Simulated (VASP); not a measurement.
PmS: single point with PBE+U

Crystal: PmS.

```
Pm S
1.0
     0.00000    3.08115    3.08115
     3.08115    0.00000    3.08115
     3.08115    3.08115    0.00000
Pm S
1 1
Direct
  0.00000 0.00000 0.00000
  0.25000 0.25000 0.25000
```

```yaml
Program: VASP 6.6.1
Task: single point
Functional: PBE
Potentials_or_basis: VASP PAW PBE potentials, release 64 (Pm, S)
Cutoff: 600 eV
k_mesh: 5 × 5 × 5
Occupations: gaussian, width 0.05 eV
Spin: collinear spin
Starting_moments: "[5.04, -0.05] μB"
Hubbard_terms: Pm f U = 3.0 eV
```

```
Pressure                                              : 7.4 GPa
Band gap on the k mesh                                : zero (filled and empty bands overlap)
Net moment                                            : 5.00 μB per cell
Site moments                                          : Pm +4.48; S -0.06 μB
Valence electrons inside the program's atomic spheres : Pm 12.45; S 3.83
```

Levels at points of the mesh, in eV from the Fermi level:
Spin up:
```tsv
k point	band 11	band 12	band 13	band 14	band 15	band 16
(0.00, 0.00, 0.00)	-2.63	-2.29	-0.10	0.09	0.09	0.09
```
Spin down:
```tsv
k point	band 6	band 7	band 8	band 9	band 10	band 11
(0.00, 0.00, 0.00)	-4.53	-4.53	-4.53	0.21	2.09	2.09
```

Eigenvalues of the final occupation matrices:
| site | spin | trace | eigenvalues |
| --- | --- | --- | --- |
| site 1 f | 1 | 4.35 | 0.16 0.16 0.16 0.94 0.97 0.97 0.97 |
| site 1 f | 2 | 0.03 | 0.00 0.00 0.00 0.00 0.00 0.00 0.01 |

Run time: 67 s on 1 thread of AMD EPYC 7R13 Processor (Zen 3), with other jobs on the host, peak memory 0.22 GiB.

Caveat: the magnetic or orbital state may not be the lowest; the cell stands under pressure; spin-orbit coupling is left out, which moves the levels of the heavy elements.
